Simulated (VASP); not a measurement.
# SiC (3C silicon carbide) (F-43m) in VASP: single point with r2SCAN

Aim: the single point of SiC (3C silicon carbide) with r2SCAN.

Everything below comes from runs of VASP 6.6.1. Logs are shortened: lines on timing, memory, paths and dates and some standing lists are left out, and cuts for length are marked.

## (1) The cell of the first run

The structure is cubic, space group F-43m (No. 216). The conventional cell has a = 4.356 Å, b = 4.356 Å, c = 4.356 Å, α = 90.00°, β = 90.00°, γ = 90.00°. Within 2.5 Å of Si (site symmetry -43m) lie 4 C at 1.89 Å. Within 2.5 Å of C (site symmetry -43m) lie 4 Si at 1.89 Å.

## (2) Single point, r2SCAN

POSCAR reads:

```
SiC
1.0
    4.3563301053      0.0000000000      0.0000000000
    0.0000000000      4.3563301053      0.0000000000
    0.0000000000      0.0000000000      4.3563301053
Si C
4 4
Direct
    0.0000000000      0.0000000000      0.0000000000
    0.0000000000      0.5000000000      0.5000000000
    0.5000000000      0.0000000000      0.5000000000
    0.5000000000      0.5000000000      0.0000000000
    0.2500000000      0.2500000000      0.2500000000
    0.2500000000      0.7500000000      0.7500000000
    0.7500000000      0.2500000000      0.7500000000
    0.7500000000      0.7500000000      0.2500000000
```

INCAR.step1 reads:

```
PREC = Accurate ; ENCUT = 520
ISMEAR = 0 ; SIGMA = 0.01
LREAL = F ; LASPH = T
NELM = 60 ; NBANDS = 26
GGA = PE ; ALGO = Normal
EDIFF = 1E-4 ; LWAVE = T
LCHARG = F
```

INCAR.step2 reads:

```
PREC = Accurate ; ENCUT = 520
EDIFF = 1E-6 ; ISMEAR = 0
SIGMA = 0.01 ; LREAL = F
LASPH = T ; NELM = 60
ALGO = Normal ; ISIF = 2
LWAVE = F ; LCHARG = T
METAGGA = R2SCAN ; LMIXTAU = T
LELF = T ; LVHAR = T
NBANDS = 26 ; ISTART = 1
```

KPOINTS reads:

```
regular mesh
0
Gamma
  6 6 6
```

Potentials or basis: VASP PAW PBE potentials, release 64 (Si, C).

Command:

```sh
$ cat potpaw_PBE.64/Si/POTCAR potpaw_PBE.64/C/POTCAR > POTCAR
$ cp INCAR.step1 INCAR
$ mpirun -np 1 vasp_std > vasp.out
$ cp INCAR.step2 INCAR
$ mpirun -np 1 vasp_std > vasp.out
```

OUTCAR:

```text
PREC = Accurate
   ENCUT = 520
   EDIFF = 1E-6
   ISMEAR = 0
   LREAL = F
   LASPH = T
   NELM = 60
   ISIF = 2
   METAGGA = R2SCAN
   ISTART = 1

 ion  position               nearest neighbor table
   1  0.000  0.000  0.000-   5 1.89   6 1.89   7 1.89   8 1.89   3 3.08   4 3.08   2 3.08   2 3.08
                             3 3.08   2 3.08   4 3.08   2 3.08   3 3.08   4 3.08   3 3.08   4 3.08
   2  0.000  0.500  0.500-   5 1.89   6 1.89   7 1.89   8 1.89   3 3.08   4 3.08   1 3.08   1 3.08
                             4 3.08   1 3.08   3 3.08   1 3.08   3 3.08   4 3.08   4 3.08   3 3.08
   3  0.500  0.000  0.500-   5 1.89   6 1.89   7 1.89   8 1.89   2 3.08   4 3.08   1 3.08   1 3.08
                             4 3.08   2 3.08   4 3.08   4 3.08   1 3.08   2 3.08   1 3.08   2 3.08
   4  0.500  0.500  0.000-   5 1.89   6 1.89   7 1.89   8 1.89   2 3.08   3 3.08   1 3.08   2 3.08
                             3 3.08   1 3.08   3 3.08   3 3.08   1 3.08   2 3.08   2 3.08   1 3.08
   5  0.250  0.250  0.250-   1 1.89   2 1.89   3 1.89   4 1.89
   6  0.250  0.750  0.750-   1 1.89   2 1.89   3 1.89   4 1.89
   7  0.750  0.250  0.750-   1 1.89   2 1.89   3 1.89   4 1.89
   8  0.750  0.750  0.250-   1 1.89   2 1.89   3 1.89   4 1.89

  LATTYP: Found a simple cubic cell.
 ALAT       =     4.3563301053

  Lattice vectors:

 A1 = (   4.3563301053,   0.0000000000,   0.0000000000)
 A2 = (   0.0000000000,   4.3563301053,   0.0000000000)
 A3 = (   0.0000000000,   0.0000000000,   4.3563301053)

Analysis of symmetry for initial positions (statically):
=====================================================================
 Subroutine PRICEL returns following result:

  LATTYP: Found a face centered cubic cell.
 ALAT       =     4.3563301053

  Lattice vectors:

 A1 = (   2.1781650526,  -2.1781650526,   0.0000000000)
 A2 = (   2.1781650526,   0.0000000000,   2.1781650526)
 A3 = (   0.0000000000,  -2.1781650526,   2.1781650526)

   4 primitive cells build up your supercell.

 Routine SETGRP: Setting up the symmetry group for a
 simple cubic supercell.

 Subroutine GETGRP returns: Found 24 space group operations
 (whereof 24 operations were pure point group operations)
 out of a pool of 48 trial point group operations.

The static configuration has the point symmetry T_d .

Analysis of symmetry for dynamics (positions and initial velocities):
=====================================================================
 Subroutine PRICEL returns following result:

  LATTYP: Found a face centered cubic cell.
 ALAT       =     4.3563301053

[... 116 lines left out ...]
   ISIF   =      2    stress and relaxation
   ISYM   =      2    0-nonsym 1-usesym 2-fastsym
   POTIM  = 0.5000    time-step for ionic-motion
   TEBEG  =    0.0;   TEEND  =   0.0 temperature during run
   PSTRESS=    0.0 pullay stress
   NELECT =      32.0000    total number of electrons
   NUPDOWN=      -1.0000    fix difference up-down
   EMIN   =  10.00;   EMAX   =-10.00  energy-range for DOS
   EFERMI =   0.00;   METHOD = LEGACY
   ISMEAR =     0;   SIGMA  =   0.01  broadening in eV -4-tet -1-fermi 0-gaus
   EFERMI_NEDOS =   21; number of points for ismear=-14 and -15
   IALGO  =     38    algorithm
   IMIX   =      4    mixing-type and parameters
     AMIX     =   0.40;   BMIX     =  1.00
     AMIX_MAG =   1.60;   BMIX_MAG =  1.00
  volume/ion in A,a.u.               =      10.33        69.74
  Fermi-wavevector in a.u.,A,eV,Ry     =   1.193083  2.254600 19.367177  1.423447
  Thomas-Fermi vector in A             =   2.329106
   LORBIT       =      0    0 simple, 1 ext, 2 COOP (PROOUT), +10 PAW based schemes
   METAGGA = R2SCAN    functional components
   LHFCALC =     F    Hartree Fock is set to
   AEXX    =    0.0000 exact exchange contribution
   IVDW    =     0    specifies the selected vdW correction
   LEPSILON=     F    determine dielectric tensor
   LRPA    =     F    only Hartree local field effects (RPA)
 non-spin polarized calculation
 Gauss-broadening in eV      SIGMA  =   0.01
  energy-cutoff  :      520.00
  volume of cell :       82.67
 maximum number of plane-waves:      2272
   NGX = 17   NGY = 17   NGZ = 17

 number of electron      32.0000007 magnetization

 Free energy of the ion-electron system (eV)
  ---------------------------------------------------
  ext. energy  EPLUGINS =         0.00000000
  ---------------------------------------------------
  free energy    TOTEN  =       -77.30830246 eV

  energy without entropy =      -77.30830246  energy(sigma->0) =      -77.30830246

 E-fermi :   8.0487     XC(G=0): -11.9396

 val. band max:        7.9948821597   @ k =   0.0000   0.0000   0.0000
 cond. band min:       9.7195604932   @ k =   0.0000   0.0000   0.0000
 fundamental gap:      1.7246783334
 Fermi energy:         8.0486731536

 k-point     1 :       0.0000    0.0000    0.0000
  band No.  band energies     occupation
      1      -8.1937      2.00000
      2      -3.1008      2.00000
      3      -3.1008      2.00000
      4      -3.1008      2.00000
      5      -0.0589      2.00000
      6      -0.0589      2.00000
[... 569 lines left out ...]
     25      15.7511      0.00000
     26      15.7511      0.00000

------------------------ aborting loop because EDIFF is reached ----------------------------------------

  FORCE on cell =-STRESS in cart. coord.  units (eV):
  Direction    XX          YY          ZZ          XY          YZ          ZX
  --------------------------------------------------------------------------------------
  -------------------------------------------------------------------------------------
  Total       -0.0961904     -0.0961904     -0.0961904      0.0000000      0.0000000      0.0000000
  in kB       -1.8641466     -1.8641466     -1.8641466      0.0000000      0.0000000      0.0000000
  external PRESSURE =      -1.8641466 kB  Pullay stress =       0.0000000 kB

 VOLUME and BASIS-vectors are now :
 -----------------------------------------------------------------------------
  energy-cutoff  :      520.00
  volume of cell :       82.67
      direct lattice vectors                 reciprocal lattice vectors
     4.356330105  0.000000000  0.000000000     0.229551016  0.000000000  0.000000000
     0.000000000  4.356330105  0.000000000     0.000000000  0.229551016  0.000000000
     0.000000000  0.000000000  4.356330105     0.000000000  0.000000000  0.229551016

 POSITION                                       TOTAL-FORCE (eV/Angst)
 -----------------------------------------------------------------------------------
      0.00000      0.00000      0.00000         0.000000     -0.000000      0.000000
      0.00000      2.17817      2.17817         0.000000     -0.000000      0.000000
      2.17817      0.00000      2.17817         0.000000     -0.000000      0.000000
      2.17817      2.17817      0.00000         0.000000     -0.000000      0.000000
      1.08908      1.08908      1.08908        -0.000000     -0.000000      0.000000
      1.08908      3.26725      3.26725        -0.000000      0.000000     -0.000000
      3.26725      1.08908      3.26725        -0.000000     -0.000000     -0.000000
      3.26725      3.26725      1.08908         0.000000      0.000000     -0.000000
 -----------------------------------------------------------------------------------
    total drift:                                0.000000      0.000000      0.000000

  FREE ENERGIE OF THE ION-ELECTRON SYSTEM (eV)
  ---------------------------------------------------
  free  energy   TOTEN  =       -77.3083024591 eV

  energy  without entropy=      -77.3083024591  energy(sigma->0) =      -77.30830246
```

OUTCAR.step1:

```text
PREC = Accurate
   ENCUT = 520
   ISMEAR = 0
   LREAL = F
[... 829 lines left out ...]
      1.08908      1.08908      1.08908         0.000000      0.000000      0.000000
      1.08908      3.26725      3.26725         0.000000      0.000000      0.000000
      3.26725      1.08908      3.26725         0.000000      0.000000     -0.000000
      3.26725      3.26725      1.08908        -0.000000      0.000000      0.000000
 -----------------------------------------------------------------------------------
    total drift:                                0.000000      0.000000      0.000000

  FREE ENERGIE OF THE ION-ELECTRON SYSTEM (eV)
  ---------------------------------------------------
  free  energy   TOTEN  =       -60.2293820094 eV

  energy  without entropy=      -60.2293820094  energy(sigma->0) =      -60.22938201
```

OSZICAR.step1:

```text
N       E                     dE             d eps       ncg     rms          rms(c)
DAV:   1     0.777919876682E+02    0.77792E+02   -0.14520E+04  1040   0.110E+03
DAV:   2    -0.602663302355E+02   -0.13806E+03   -0.12907E+03  1398   0.195E+02
DAV:   3    -0.675684854026E+02   -0.73022E+01   -0.72425E+01  1380   0.412E+01
DAV:   4    -0.676601448691E+02   -0.91659E-01   -0.91562E-01  1306   0.543E+00
DAV:   5    -0.676616887632E+02   -0.15439E-02   -0.15434E-02  1384   0.669E-01    0.176E+01
DAV:   6    -0.604262451816E+02    0.72354E+01   -0.19673E+01  1298   0.193E+01    0.796E+00
DAV:   7    -0.602630107413E+02    0.16323E+00   -0.20239E+00  1316   0.636E+00    0.349E+00
DAV:   8    -0.602313310472E+02    0.31680E-01   -0.10851E-01  1250   0.160E+00    0.835E-01
DAV:   9    -0.602288926034E+02    0.24384E-02   -0.15708E-02  1266   0.643E-01    0.172E-01
DAV:  10    -0.602293432016E+02   -0.45060E-03   -0.16626E-03  1284   0.198E-01    0.825E-02
DAV:  11    -0.602293820094E+02   -0.38808E-04   -0.19852E-04   904   0.836E-02
   1 F= -.60229382E+02 E0= -.60229382E+02  d E =-.253455E-22
```

Wall time 2.3 min (1 thread of AMD EPYC 7R43 (Zen 3), shared host); peak memory 0.15 GiB.

Results:

- Free energy: -77.3083 eV
- Pressure: -0.2 GPa
- Band gap on the k mesh: 1.72 eV

Caveat: the PAW data sets were made with another functional, which shifts forces and pressure a little. A k mesh can miss the band edges.
